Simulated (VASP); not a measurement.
# Mo (I4/mmm) in VASP: notebook, part 2 of 2

VASP 6.6.1.

### Step 6. Single point, PBE (strain +0.025 along x and y, +0.000 along z)

The input, INCAR:

```
SYSTEM = Mo
  PREC = Accurate
  ENCUT = 520
  EDIFF = 1E-7
  ISMEAR = 0
  SIGMA = 0.15
  LREAL = .False.
  LASPH = .True.
  NELM = 60
  ALGO = Fast
  ISIF = 2
  LWAVE = .False.
  LCHARG = .False.
  GGA = PE
  NBANDS = 13
```

The input, KPOINTS:

```
regular mesh
0
Gamma
  26 26 26
  0 0 0
```

The input, POSCAR:

```
Mo
1.0
   -1.6197249211      1.6197249211      1.5802194352
    1.6197249211     -1.6197249211      1.5802194352
    1.6197249211      1.6197249211     -1.5802194352
Mo
1
Direct
    0.0000000000      0.0000000000      0.0000000000
```

Potentials or basis: VASP PAW PBE potentials, release 64 (Mo_sv).

Run with:

```sh
> cat potpaw_PBE.64/Mo_sv/POTCAR > POTCAR
> mpirun -np 1 vasp_std > vasp.out
```

OUTCAR:

```text
SYSTEM = Mo
   PREC = Accurate
   ENCUT = 520
   EDIFF = 1E-7
   ISMEAR = 0
   LREAL = .False.
   LASPH = .True.
   NELM = 60
   ISIF = 2
   GGA = PE

 ion  position               nearest neighbor table
   1  0.000  0.000  0.000-

  LATTYP: Found a body centered tetragonal cell.
 ALAT       =     3.2394498422
 C/A-ratio  =     0.9756097561

  Lattice vectors:

 A1 = (  -1.6197249211,   1.6197249211,   1.5802194352)
 A2 = (   1.6197249211,  -1.6197249211,   1.5802194352)
 A3 = (   1.6197249211,   1.6197249211,  -1.5802194352)

Analysis of symmetry for initial positions (statically):
=====================================================================
 Subroutine PRICEL returns:
 Original cell was already a primitive cell.

 Routine SETGRP: Setting up the symmetry group for a
 body centered tetragonal supercell.

 Subroutine GETGRP returns: Found 16 space group operations
 (whereof 16 operations were pure point group operations)
 out of a pool of 16 trial point group operations.

The static configuration has the point symmetry D_4h.

Analysis of symmetry for dynamics (positions and initial velocities):
=====================================================================
 Subroutine PRICEL returns:
 Original cell was already a primitive cell.

 Routine SETGRP: Setting up the symmetry group for a
 body centered tetragonal supercell.

 Subroutine GETGRP returns: Found 16 space group operations
 (whereof 16 operations were pure point group operations)
 out of a pool of 16 trial point group operations.

The dynamic configuration has the point symmetry D_4h.

 Subroutine INISYM returns: Found 16 space group operations
 (whereof 16 operations are pure point group operations),
 and found     1 'primitive' translations

----------------------------------------------------------------------------------------

                                     Primitive cell

  volume of cell :      16.5829

  direct lattice vectors                    reciprocal lattice vectors
    -1.619724921  1.619724921  1.580219435     0.000000000  0.308694392  0.316411752
     1.619724921 -1.619724921  1.580219435     0.308694392  0.000000000  0.316411752
     1.619724921  1.619724921 -1.580219435     0.308694392  0.308694392  0.000000000

  length of vectors
     2.782824303  2.782824303  2.782824303     0.442050477  0.442050477  0.436559796

  position of ions in fractional coordinates (direct lattice)
     0.000000000  0.000000000  0.000000000

  ion indices of the primitive-cell ions
   primitive index   ion index
                 1           1

----------------------------------------------------------------------------------------

 KPOINTS: regular mesh

Automatic generation of k-mesh.
 Grid dimensions read from file:
 generate k-points for:   26   26   26

 Generating k-lattice:

  Cartesian coordinates                     Fractional coordinates (reciprocal lattice)
     0.000000000  0.011872861  0.012169683     0.038461538  0.000000000 -0.000000000
     0.011872861  0.000000000  0.012169683     0.000000000  0.038461538 -0.000000000
     0.011872861  0.011872861  0.000000000     0.000000000  0.000000000  0.038461538

  Length of vectors
     0.017001941  0.017001941  0.016790761

  Shift w.r.t. Gamma in fractional coordinates (k-lattice)
     0.000000000  0.000000000  0.000000000

 Subroutine IBZKPT returns following result:
 ===========================================

 Found   1330 irreducible k-points:

 Following reciprocal coordinates:
            Coordinates               Weight
  0.000000  0.000000  0.000000      1.000000
  0.038462  0.000000  0.000000      8.000000
  0.076923  0.000000  0.000000      8.000000
  0.115385  0.000000 -0.000000      8.000000
  0.153846  0.000000  0.000000      8.000000
  0.192308  0.000000 -0.000000      8.000000
[... 16 lines left out ...]
  0.346154  0.038462  0.000000     16.000000
  0.384615  0.038462 -0.000000     16.000000
 [... further k-points ...]
   k-points           NKPTS =   1330   k-points in BZ     NKDIM =   1330   number of bands    NBANDS=     13
   number of dos      NEDOS =    301   number of ions     NIONS =      1
   total plane-waves  NPLWV =  13824
   dimension x,y,z NGX =    24 NGY =   24 NGZ =   24
   dimension x,y,z NGXF=    48 NGYF=   48 NGZF=   48
   ions per type =               1
   NGX,Y,Z   is equivalent  to a cutoff of  14.34, 14.34, 14.34 a.u.
   NGXF,Y,Z  is equivalent  to a cutoff of  28.68, 28.68, 28.68 a.u.
 SYSTEM =  Mo
   PREC   = accura    normal or accurate (medium, high low for compatibility)
   ISTART =      0    job   : 0-new  1-cont  2-samecut
   ICHARG =      2    charge: 1-file 2-atom 10-const
   ISPIN  =      1    spin polarized calculation?
   LNONCOLLINEAR =      F non collinear calculations
   LSORBIT =      F    spin-orbit coupling
   LASPH  =      T    aspherical Exc in radial PAW
   ENCUT  =  520.0 eV  38.22 Ry    6.18 a.u.   5.17  5.17  5.17*2*pi/ulx,y,z
   NELM   =     60;   NELMIN=  2; NELMDL= -5     # of ELM steps
   EDIFF  = 0.1E-06   stopping-criterion for ELM
   LREAL  =      F    real-space projection
   EDIFFG = 0.1E-05   stopping-criterion for IOM
   NSW    =      0    number of steps for IOM
   IBRION =     -1    ionic relax: 0-MD 1-quasi-New 2-CG
   NFREE  =      0    steps in history (QN), initial steepest desc. (CG)
   ISIF   =      2    stress and relaxation
   ISYM   =      2    0-nonsym 1-usesym 2-fastsym
   POTIM  = 0.5000    time-step for ionic-motion
   TEBEG  =    0.0;   TEEND  =   0.0 temperature during run
   PSTRESS=    0.0 pullay stress
   NELECT =      14.0000    total number of electrons
   NUPDOWN=      -1.0000    fix difference up-down
   EMIN   =  10.00;   EMAX   =-10.00  energy-range for DOS
   EFERMI =   0.00;   METHOD = LEGACY
   ISMEAR =     0;   SIGMA  =   0.15  broadening in eV -4-tet -1-fermi 0-gaus
   EFERMI_NEDOS =   21; number of points for ismear=-14 and -15
   IALGO  =     68    algorithm
   IMIX   =      4    mixing-type and parameters
     AMIX     =   0.40;   BMIX     =  1.00
     AMIX_MAG =   1.60;   BMIX_MAG =  1.00
  volume/ion in A,a.u.               =      16.58       111.91
  Fermi-wavevector in a.u.,A,eV,Ry     =   1.547263  2.923904 32.572667  2.394023
  Thomas-Fermi vector in A             =   2.652382
   LORBIT       =      0    0 simple, 1 ext, 2 COOP (PROOUT), +10 PAW based schemes
   GGA     = PE    functional components
   LHFCALC =     F    Hartree Fock is set to
   AEXX    =    0.0000 exact exchange contribution
   IVDW    =     0    specifies the selected vdW correction
   LEPSILON=     F    determine dielectric tensor
   LRPA    =     F    only Hartree local field effects (RPA)
 non-spin polarized calculation
 RMM-DIIS sequential band-by-band and
 Gauss-broadening in eV      SIGMA  =   0.15
  energy-cutoff  :      520.00
  volume of cell :       16.58
 maximum number of plane-waves:       466
 NGX is ok and might be reduce to    24
   NGX = 11   NGY = 11   NGZ = 11

 number of electron      13.9999999 magnetization

 Free energy of the ion-electron system (eV)
  ---------------------------------------------------
  ext. energy  EPLUGINS =         0.00000000
  ---------------------------------------------------
  free energy    TOTEN  =       -10.90638780 eV

  energy without entropy =      -10.89937503  energy(sigma->0) =      -10.90288141

 E-fermi :  11.6545     XC(G=0): -13.0601

 val. band max:       11.6493684693   @ k =  -0.1154  -0.4615   0.0385
 cond. band min:      11.6548619553   @ k =  -0.1154   0.1923   0.1154
 fundamental gap:      0.0054934860
 Fermi energy:        11.6544755245

 k-point     1 :       0.0000    0.0000    0.0000
  band No.  band energies     occupation
      1     -49.6162      2.00000
      2     -23.0097      2.00000
      3     -23.0097      2.00000
      4     -22.9994      2.00000
      5       4.6337      2.00000
      6      10.2366      2.00000
      7      10.5033      2.00000
      8      10.5033      2.00000
      9      13.0451      0.00000
     10      13.3831      0.00000
     11      26.2526      0.00000
     12      26.2526      0.00000
     13      26.7157      0.00000
[... 353 lines left out ...]
 k-point    24 :       0.3846    0.0385   -0.0000
  band No.  band energies     occupation
      1     -49.4242      2.00000
      2     -24.0628      2.00000
      3     -23.3607      2.00000
      4     -23.0278      2.00000
      5       6.8417      2.00000
      6       8.5940      2.00000
      7      11.9405      0.00700
      8      13.2807      0.00000
      9      13.8682      0.00000
     10      15.3429      0.00000
     11      23.6303      0.00000
     12      24.0630      0.00000
     13      29.2129      0.00000

 [... further k-points ...]

------------------------ aborting loop because EDIFF is reached ----------------------------------------

  FORCE on cell =-STRESS in cart. coord.  units (eV):
  Direction    XX          YY          ZZ          XY          YZ          ZX
  --------------------------------------------------------------------------------------
  -------------------------------------------------------------------------------------
  Total       -1.3723911     -1.3723911     -0.6619643      0.0000000     -0.0000000      0.0000000
  in kB     -132.5954308   -132.5954308    -63.9565819      0.0000000     -0.0000000      0.0000000
  external PRESSURE =    -109.7158145 kB  Pullay stress =       0.0000000 kB

 VOLUME and BASIS-vectors are now :
 -----------------------------------------------------------------------------
  energy-cutoff  :      520.00
  volume of cell :       16.58
      direct lattice vectors                 reciprocal lattice vectors
    -1.619724921  1.619724921  1.580219435     0.000000000  0.308694392  0.316411752
     1.619724921 -1.619724921  1.580219435     0.308694392  0.000000000  0.316411752
     1.619724921  1.619724921 -1.580219435     0.308694392  0.308694392  0.000000000

 POSITION                                       TOTAL-FORCE (eV/Angst)
 -----------------------------------------------------------------------------------
      0.00000      0.00000      0.00000         0.000000      0.000000     -0.000000
 -----------------------------------------------------------------------------------
    total drift:                               -0.000000      0.000000      0.000000

  FREE ENERGIE OF THE ION-ELECTRON SYSTEM (eV)
  ---------------------------------------------------
  free  energy   TOTEN  =       -10.9063877958 eV

  energy  without entropy=      -10.8993750339  energy(sigma->0) =      -10.90288141
```

It took 5.3 min on 1 thread of AMD EPYC 9R14 (Zen 4), shared host; peak memory 0.33 GiB.

Results:

- Free energy: -10.9064 eV
- Pressure: -11.0 GPa
- Band gap on the k mesh: zero (bands 7 and 8 overlap by 4.83 eV)

Caveat: the cell differs from its parent crystal (strain +0.025 along x and y, +0.000 along z); the cell stands under tension.

### Step 7. Single point, PBE (strain +0.050 along x and y, +0.000 along z)

The input, INCAR:

```
SYSTEM = Mo
PREC = Accurate ; ENCUT = 520
EDIFF = 1E-6 ; ISMEAR = 0
SIGMA = 0.15 ; LREAL = .FALSE.
LASPH = .TRUE. ; NELM = 60
ALGO = Fast ; ISIF = 2
LWAVE = .FALSE. ; LCHARG = .FALSE.
GGA = PE ; NBANDS = 13
```

The input, KPOINTS:

```
regular mesh
0
G
  26 26 26
  0 0 0
```

The input, POSCAR:

```
Mo
1.0
   -1.6592304070      1.6592304070      1.5802194352
    1.6592304070     -1.6592304070      1.5802194352
    1.6592304070      1.6592304070     -1.5802194352
Mo
1
Direct
    0.0000000000      0.0000000000      0.0000000000
```

Run with:

```sh
> cat potpaw_PBE.64/Mo_sv/POTCAR > POTCAR
> mpirun -np 1 vasp_std > vasp.out
```

It took 4.4 min on 1 thread of AMD EPYC 9R14 (Zen 4), shared host; peak memory 0.34 GiB.

The run converged. Its results:

* Free energy: -10.8107 eV
* Pressure: -19.8 GPa
* Band gap on the k mesh: zero (bands 7 and 8 overlap by 4.44 eV)

Stress tensor (GPa, compression positive):
```
-23.73   0.00   0.00
  0.00 -23.73   0.00
  0.00   0.00 -11.91
```

Levels at points of the mesh, in eV from the Fermi level:
```csv
k point,band 4,band 5,band 6,band 7,band 8,band 9,band 10,band 11
"(0.00, 0.00, 0.00)",-34.74,-6.84,-1.48,-0.98,-0.98,1.14,1.77,14.38
"(0.50, 0.00, 0.00)",-34.77,-4.71,-3.08,1.43,1.50,2.27,4.06,10.26
"(0.50, 0.50, 0.00)",-34.74,-4.67,-2.55,1.04,1.07,1.81,3.98,9.82
"(0.50, 0.50, 0.50)",-35.37,-4.70,-4.60,3.37,3.37,3.51,7.88,7.88
```

Caveat: the cell differs from its parent crystal (strain +0.050 along x and y, +0.000 along z); the cell stands under tension.

### Step 8. Overview

```tsv
cell	further INCAR settings	gap on the mesh (eV)	pressure (GPa)
a = 2.828 Å, angles 110.1, 110.1, 108.2°, 1 atom	ALGO = Fast; EDIFF = 1e-06; NBANDS = 13	none	-20.1
a = 2.851 Å, angles 108.8, 108.8, 110.8°, 1 atom	ALGO = Fast; EDIFF = 1e-07; NBANDS = 13	none	-24.0
a = 2.761 Å, angles 108.1, 108.1, 112.1°, 1 atom	ALGO = Fast; EDIFF = 1e-06; NBANDS = 13	none	-5.0
a = 2.783 Å, angles 110.8, 110.8, 106.8°, 1 atom	ALGO = Fast; EDIFF = 1e-06; NBANDS = 13	none	-10.6
a = 2.783 Å, angles 108.8, 108.8, 110.8°, 1 atom	ALGO = Fast; EDIFF = 1e-07; NBANDS = 13	none	-11.0
a = 2.829 Å, angles 108.2, 108.2, 112.1°, 1 atom	ALGO = Fast; EDIFF = 1e-06; NBANDS = 13	none	-19.8
```

Alike in all rows: task single point; level PBE; potentials or basis VASP PAW PBE potentials, release 64 (Mo_sv); no spin polarisation; k mesh 26 × 26 × 26; cutoff (eV) 520; smearing gaussian 0.15 eV.

Caveats: the cell stands under tension.

Absolute energies hang on the potentials; compare differences alone.
